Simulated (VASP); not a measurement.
Wanted: the native input for a VASP 6.6.1 run.

| Item | Value |
| --- | --- |
| Task | single point |
| Functional | PBE |
| Potentials or basis | VASP PAW PBE potentials, release 64 (Si, C) |
| Cutoff | 520 eV |
| k mesh | 12 × 12 × 6 |
| Occupations | gaussian, width 0.02 eV |
| Spin | no spin polarisation |
| Dipole correction | no |
| k mesh for the DOS | 18 × 18 × 9 |
| Occupations for the DOS | tetrahedron |
| Further INCAR settings | ALGO = Normal; EDIFF = 1e-07; NBANDS = 16 |

Crystal: SiC.

```
CELL_PARAMETERS angstrom
3.09177 0.00000 0.00000
-1.54588 2.67755 0.00000
0.00000 0.00000 5.07402
ATOMIC_POSITIONS crystal
Si 0.33333 0.66667 0.00456
Si 0.66667 0.33333 0.50456
C 0.33333 0.66667 0.38044
C 0.66667 0.33333 0.88044
```

The input as run:

POSCAR

```
SiC
1.0
    3.0917665531      0.0000000000      0.0000000000
   -1.5458832765      2.6775483776      0.0000000000
    0.0000000000      0.0000000000      5.0740210596
Si C
2 2
Direct
    0.3333333333      0.6666666667      0.0045635119
    0.6666666667      0.3333333333      0.5045635119
    0.3333333333      0.6666666667      0.3804364881
    0.6666666667      0.3333333333      0.8804364881
```

INCAR.step1

```
SYSTEM = SiC
ALGO = Normal
EDIFF = 1E-7
ENCUT = 520
GGA = PE
ISIF = 2
ISMEAR = 0
LASPH = .TRUE.
LCHARG = .TRUE.
LREAL = .FALSE.
LWAVE = .FALSE.
NBANDS = 16
NELM = 60
PREC = Accurate
SIGMA = 0.02
```

KPOINTS.step1

```
k-points
0
G
  12 12 6
  0 0 0
```

INCAR.step2

```
SYSTEM = SiC
ALGO = Normal
EDIFF = 1E-7
ENCUT = 520
GGA = PE
ICHARG = 11
ISIF = 2
ISMEAR = -5
LASPH = .TRUE.
LCHARG = .FALSE.
LORBIT = 10
LREAL = .FALSE.
LWAVE = .FALSE.
NBANDS = 16
NEDOS = 1001
NELM = 60
PREC = Accurate
SIGMA = 0.02
```

KPOINTS.step2

```
k-points
0
G
  18 18 9
  0 0 0
```

Potentials or basis: VASP PAW PBE potentials, release 64 (Si, C).

Run with:

```sh
$ cat potpaw_PBE.64/Si/POTCAR potpaw_PBE.64/C/POTCAR > POTCAR
$ cp INCAR.step1 INCAR
$ cp KPOINTS.step1 KPOINTS
$ mpirun -np 1 vasp_std > vasp.out
$ cp INCAR.step2 INCAR
$ cp KPOINTS.step2 KPOINTS
$ mpirun -np 1 vasp_std > vasp.out
```

Results of the run:

| Quantity | Value |
| --- | --- |
| Valence electrons inside the program's atomic spheres | Si 1.66; C 2.53 |

Run time: 2.2 min on 1 thread of Intel Xeon 8259CL (shared host), peak memory 0.22 GiB.
